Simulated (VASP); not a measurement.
Here is a VASP 6.6.1 calculation.

File INCAR:

```
SYSTEM = Si
  ALGO = Normal
  EDIFF = 1E-6
  ENCUT = 520
  GGA = PE
  ISIF = 2
  ISMEAR = 0
  LASPH = .TRUE.
  LCHARG = .TRUE.
  LELF = .TRUE.
  LREAL = Auto
  LVHAR = .TRUE.
  LWAVE = .FALSE.
  NBANDS = 83
  NELM = 100
  PREC = Accurate
  SIGMA = 0.02
```

KPOINTS

```
Automatic mesh
0
Gamma
  2 2 2
  0.5 0.5 0.5
```

File POSCAR:

```
Si
1.0
   -5.4700937627     -5.4700937627      5.4700937627
    5.4700937627     -5.4700937627     -5.4700937627
    5.4700937627      5.4700937627      5.4700937627
Si
31
Direct
    0.2500000108      0.7499999411      0.6249999814
    0.0067006164      0.7499999411     -0.0060583971
    0.4992355010      0.5001812800      0.7489658638
    0.2499999194      0.5067006381     -0.0060587627
    0.0139168547      0.5139166936      0.2773371108
    0.7473639717      0.7499999411      0.2512858206
    0.4860836240      0.7500001239      0.5134202670
    0.0001812583     -0.0007643379      0.7489658638
    0.7526361848      0.2526362545      0.7539219032
    0.4998189462      0.2490545060     -0.0012151528
    0.2499999194      0.2473638586      0.2512857292
    0.0007643379      0.2509454243      0.4997301908
    0.7509455374      0.5007642682      0.4997301908
    0.7490542535     -0.0001812583     -0.0012152443
    0.4932994053     -0.0067005250      0.2372406318
    0.2500002851     -0.0139165805      0.5134206326
    0.0139164891      0.7499999411      0.7365797873
    0.4998187634      0.5007643596      0.5010340990
    0.2499997366      0.5139166022      0.7365793302
    0.0067006164      0.5067005467      0.0127592877
    0.7526360020      0.7499999411     -0.0012858098
    0.4932994053      0.7500000325      0.2560584079
    0.0007645207     -0.0001812583      0.5010340990
    0.7473638803      0.2473637672      0.4960780597
    0.4992356838      0.2490545974      0.7502697720
    0.2500001023      0.2526362545     -0.0012857184
    0.0001809841      0.2509454243      0.2512150723
    0.7509458116      0.5001812800      0.2512153465
    0.7490544363     -0.0007642465      0.7502698634
    0.4860831670     -0.0139165805     -0.0273371000
    0.2500001023     -0.0067005250      0.2560587735
```

Potentials or basis: VASP PAW PBE potentials, release 64 (Si).

Run with:

```bash
$ cat potpaw_PBE.64/Si/POTCAR > POTCAR
$ mpirun -np 1 vasp_std > vasp.out
```

Question: What does it give for the band gap on the k mesh?

Answer: Zero (bands 62 and 63 overlap by 0.21 eV).

Question: What does it give for the pressure?

Answer: -3.0 GPa.

Question: Estimate the largest force.

Answer: 0.006 eV/Å.

Forces on the atoms (eV/Å):
```
Si   0.000  0.000  0.000
Si   0.002  0.002  0.002
Si  -0.001 -0.002  0.002
Si   0.002  0.002  0.002
Si  -0.003  0.004 -0.003
Si  -0.001 -0.001  0.001
Si  -0.003 -0.003  0.004
Si   0.002 -0.002 -0.001
Si  -0.001  0.001 -0.001
Si   0.002 -0.001 -0.002
Si   0.001 -0.001 -0.001
Si  -0.001  0.002 -0.002
Si  -0.002  0.002 -0.001
Si  -0.002 -0.001  0.002
Si   0.002  0.002  0.002
Si   0.004 -0.003 -0.003
Si   0.003  0.003 -0.004
Si  -0.002  0.002  0.001
Si  -0.004  0.003  0.003
Si  -0.002 -0.002 -0.002
Si   0.001  0.001 -0.001
Si  -0.002 -0.002 -0.002
Si   0.001  0.002 -0.002
Si   0.001 -0.001  0.001
Si   0.001 -0.002  0.002
Si  -0.001  0.001  0.001
Si  -0.002  0.001  0.002
Si   0.002  0.001 -0.002
Si   0.002 -0.002  0.001
Si   0.003 -0.004  0.003
Si  -0.002 -0.002 -0.002
```

Caveat: the k points lie up to 0.41 Å⁻¹ apart.
